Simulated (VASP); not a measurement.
Set up this calculation in VASP 6.6.1, as the native input.

```
Task                   : single point
Functional             : PBE
Potentials or basis    : VASP PAW PBE potentials, release 64 (W_sv, Sb)
Cutoff                 : 520 eV
k mesh                 : 10 × 10 × 10
Occupations            : fermi-dirac, width 0.08 eV
Spin                   : no spin polarisation
Dipole correction      : no
Further INCAR settings : ALGO = Normal; EDIFF = 1e-06; NBANDS = 19
```

The structure of Sb2W (fluorite type) lies in POSCAR:

```
Sb2W
1.0
    0.0000000000      3.3115767038      3.3115767038
    3.3115767038      0.0000000000      3.3115767038
    3.3115767038      3.3115767038      0.0000000000
W Sb
1 2
Direct
    0.0000000000      0.0000000000      0.0000000000
    0.2500000000      0.2500000000      0.2500000000
    0.7500000000      0.7500000000      0.7500000000
```

One way to write it, as run:

INCAR

```
  ALGO = Normal
  EDIFF = 1E-6
  ENCUT = 520
  GGA = PE
  ISIF = 2
  ISMEAR = -1
  LASPH = True
  LCHARG = True
  LELF = True
  LREAL = False
  LVHAR = True
  LWAVE = False
  NBANDS = 19
  NELM = 80
  PREC = Accurate
  SIGMA = 0.08
```

KPOINTS

```
k-points
0
Gamma
  10 10 10
```

Potentials or basis: VASP PAW PBE potentials, release 64 (W_sv, Sb).

Command:

```console
$ cat potpaw_PBE.64/W_sv/POTCAR potpaw_PBE.64/Sb/POTCAR > POTCAR
$ mpirun -np 1 vasp_std > vasp.out
```

Results of the run:

```yaml
Pressure: -0.1 GPa
Band_gap_on_the_k_mesh: zero (bands 12 and 13 overlap by 1.99 eV)
```

Caveat: spin-orbit coupling is left out, which moves the levels of the heavy elements.

Run time: 43 s on 1 thread of Intel(R) Xeon(R) Platinum 8488C (Sapphire Rapids), on a shared host, peak memory 0.24 GiB.
